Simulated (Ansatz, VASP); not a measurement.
**One calculation of Be2Br3, two programs**

```
Be Br
1.0
     3.35895   -1.94260    0.00000
     3.35895    1.94260    0.00000
    -0.04019    0.00000    9.03168
Be Br
2 3
Cartesian
  -0.0243 0.0000 6.0264
  -0.0089 0.0000 2.5259
  2.2289 0.0000 1.2526
  4.4464 0.0000 7.4572
  4.4745 0.0000 4.1883
```

Change from the starting cell: species swapped into the B2Pt3 type (Cm, No. 8).

Alike in both runs: task single point; functional PBE; k mesh 6 × 6 × 2; occupations gaussian, width 0.1 eV; no spin polarisation.

|  | VASP | Ansatz |
| --- | --- | --- |
| version | VASP 6.6.1 | Ansatz 0.2.0 |
| potentials or method | VASP PAW PBE potentials, release 64 (Be, Br), cutoff 520 eV | scalar-relativistic, plane waves, PAW |
| valence electrons in the cell | 25 | 25 |

|  | VASP | Ansatz | Ansatz less VASP |
| --- | --- | --- | --- |
| gap on the k mesh at the Fermi level (eV) | none | none | - |
| pressure (GPa) | -4.8 | -4.8 | 0.00 |
| traceless stress, the component that is largest in VASP (GPa) | 5.60 | 5.61 | +0.006 |
| rms of the force components (eV/Å) | 0.428 | 0.429 | +0.0005 |

Atom by atom the forces differ by 0.001 eV/Å (rms over components). A gap of «none» marks a metal or a gap that the smearing closes.
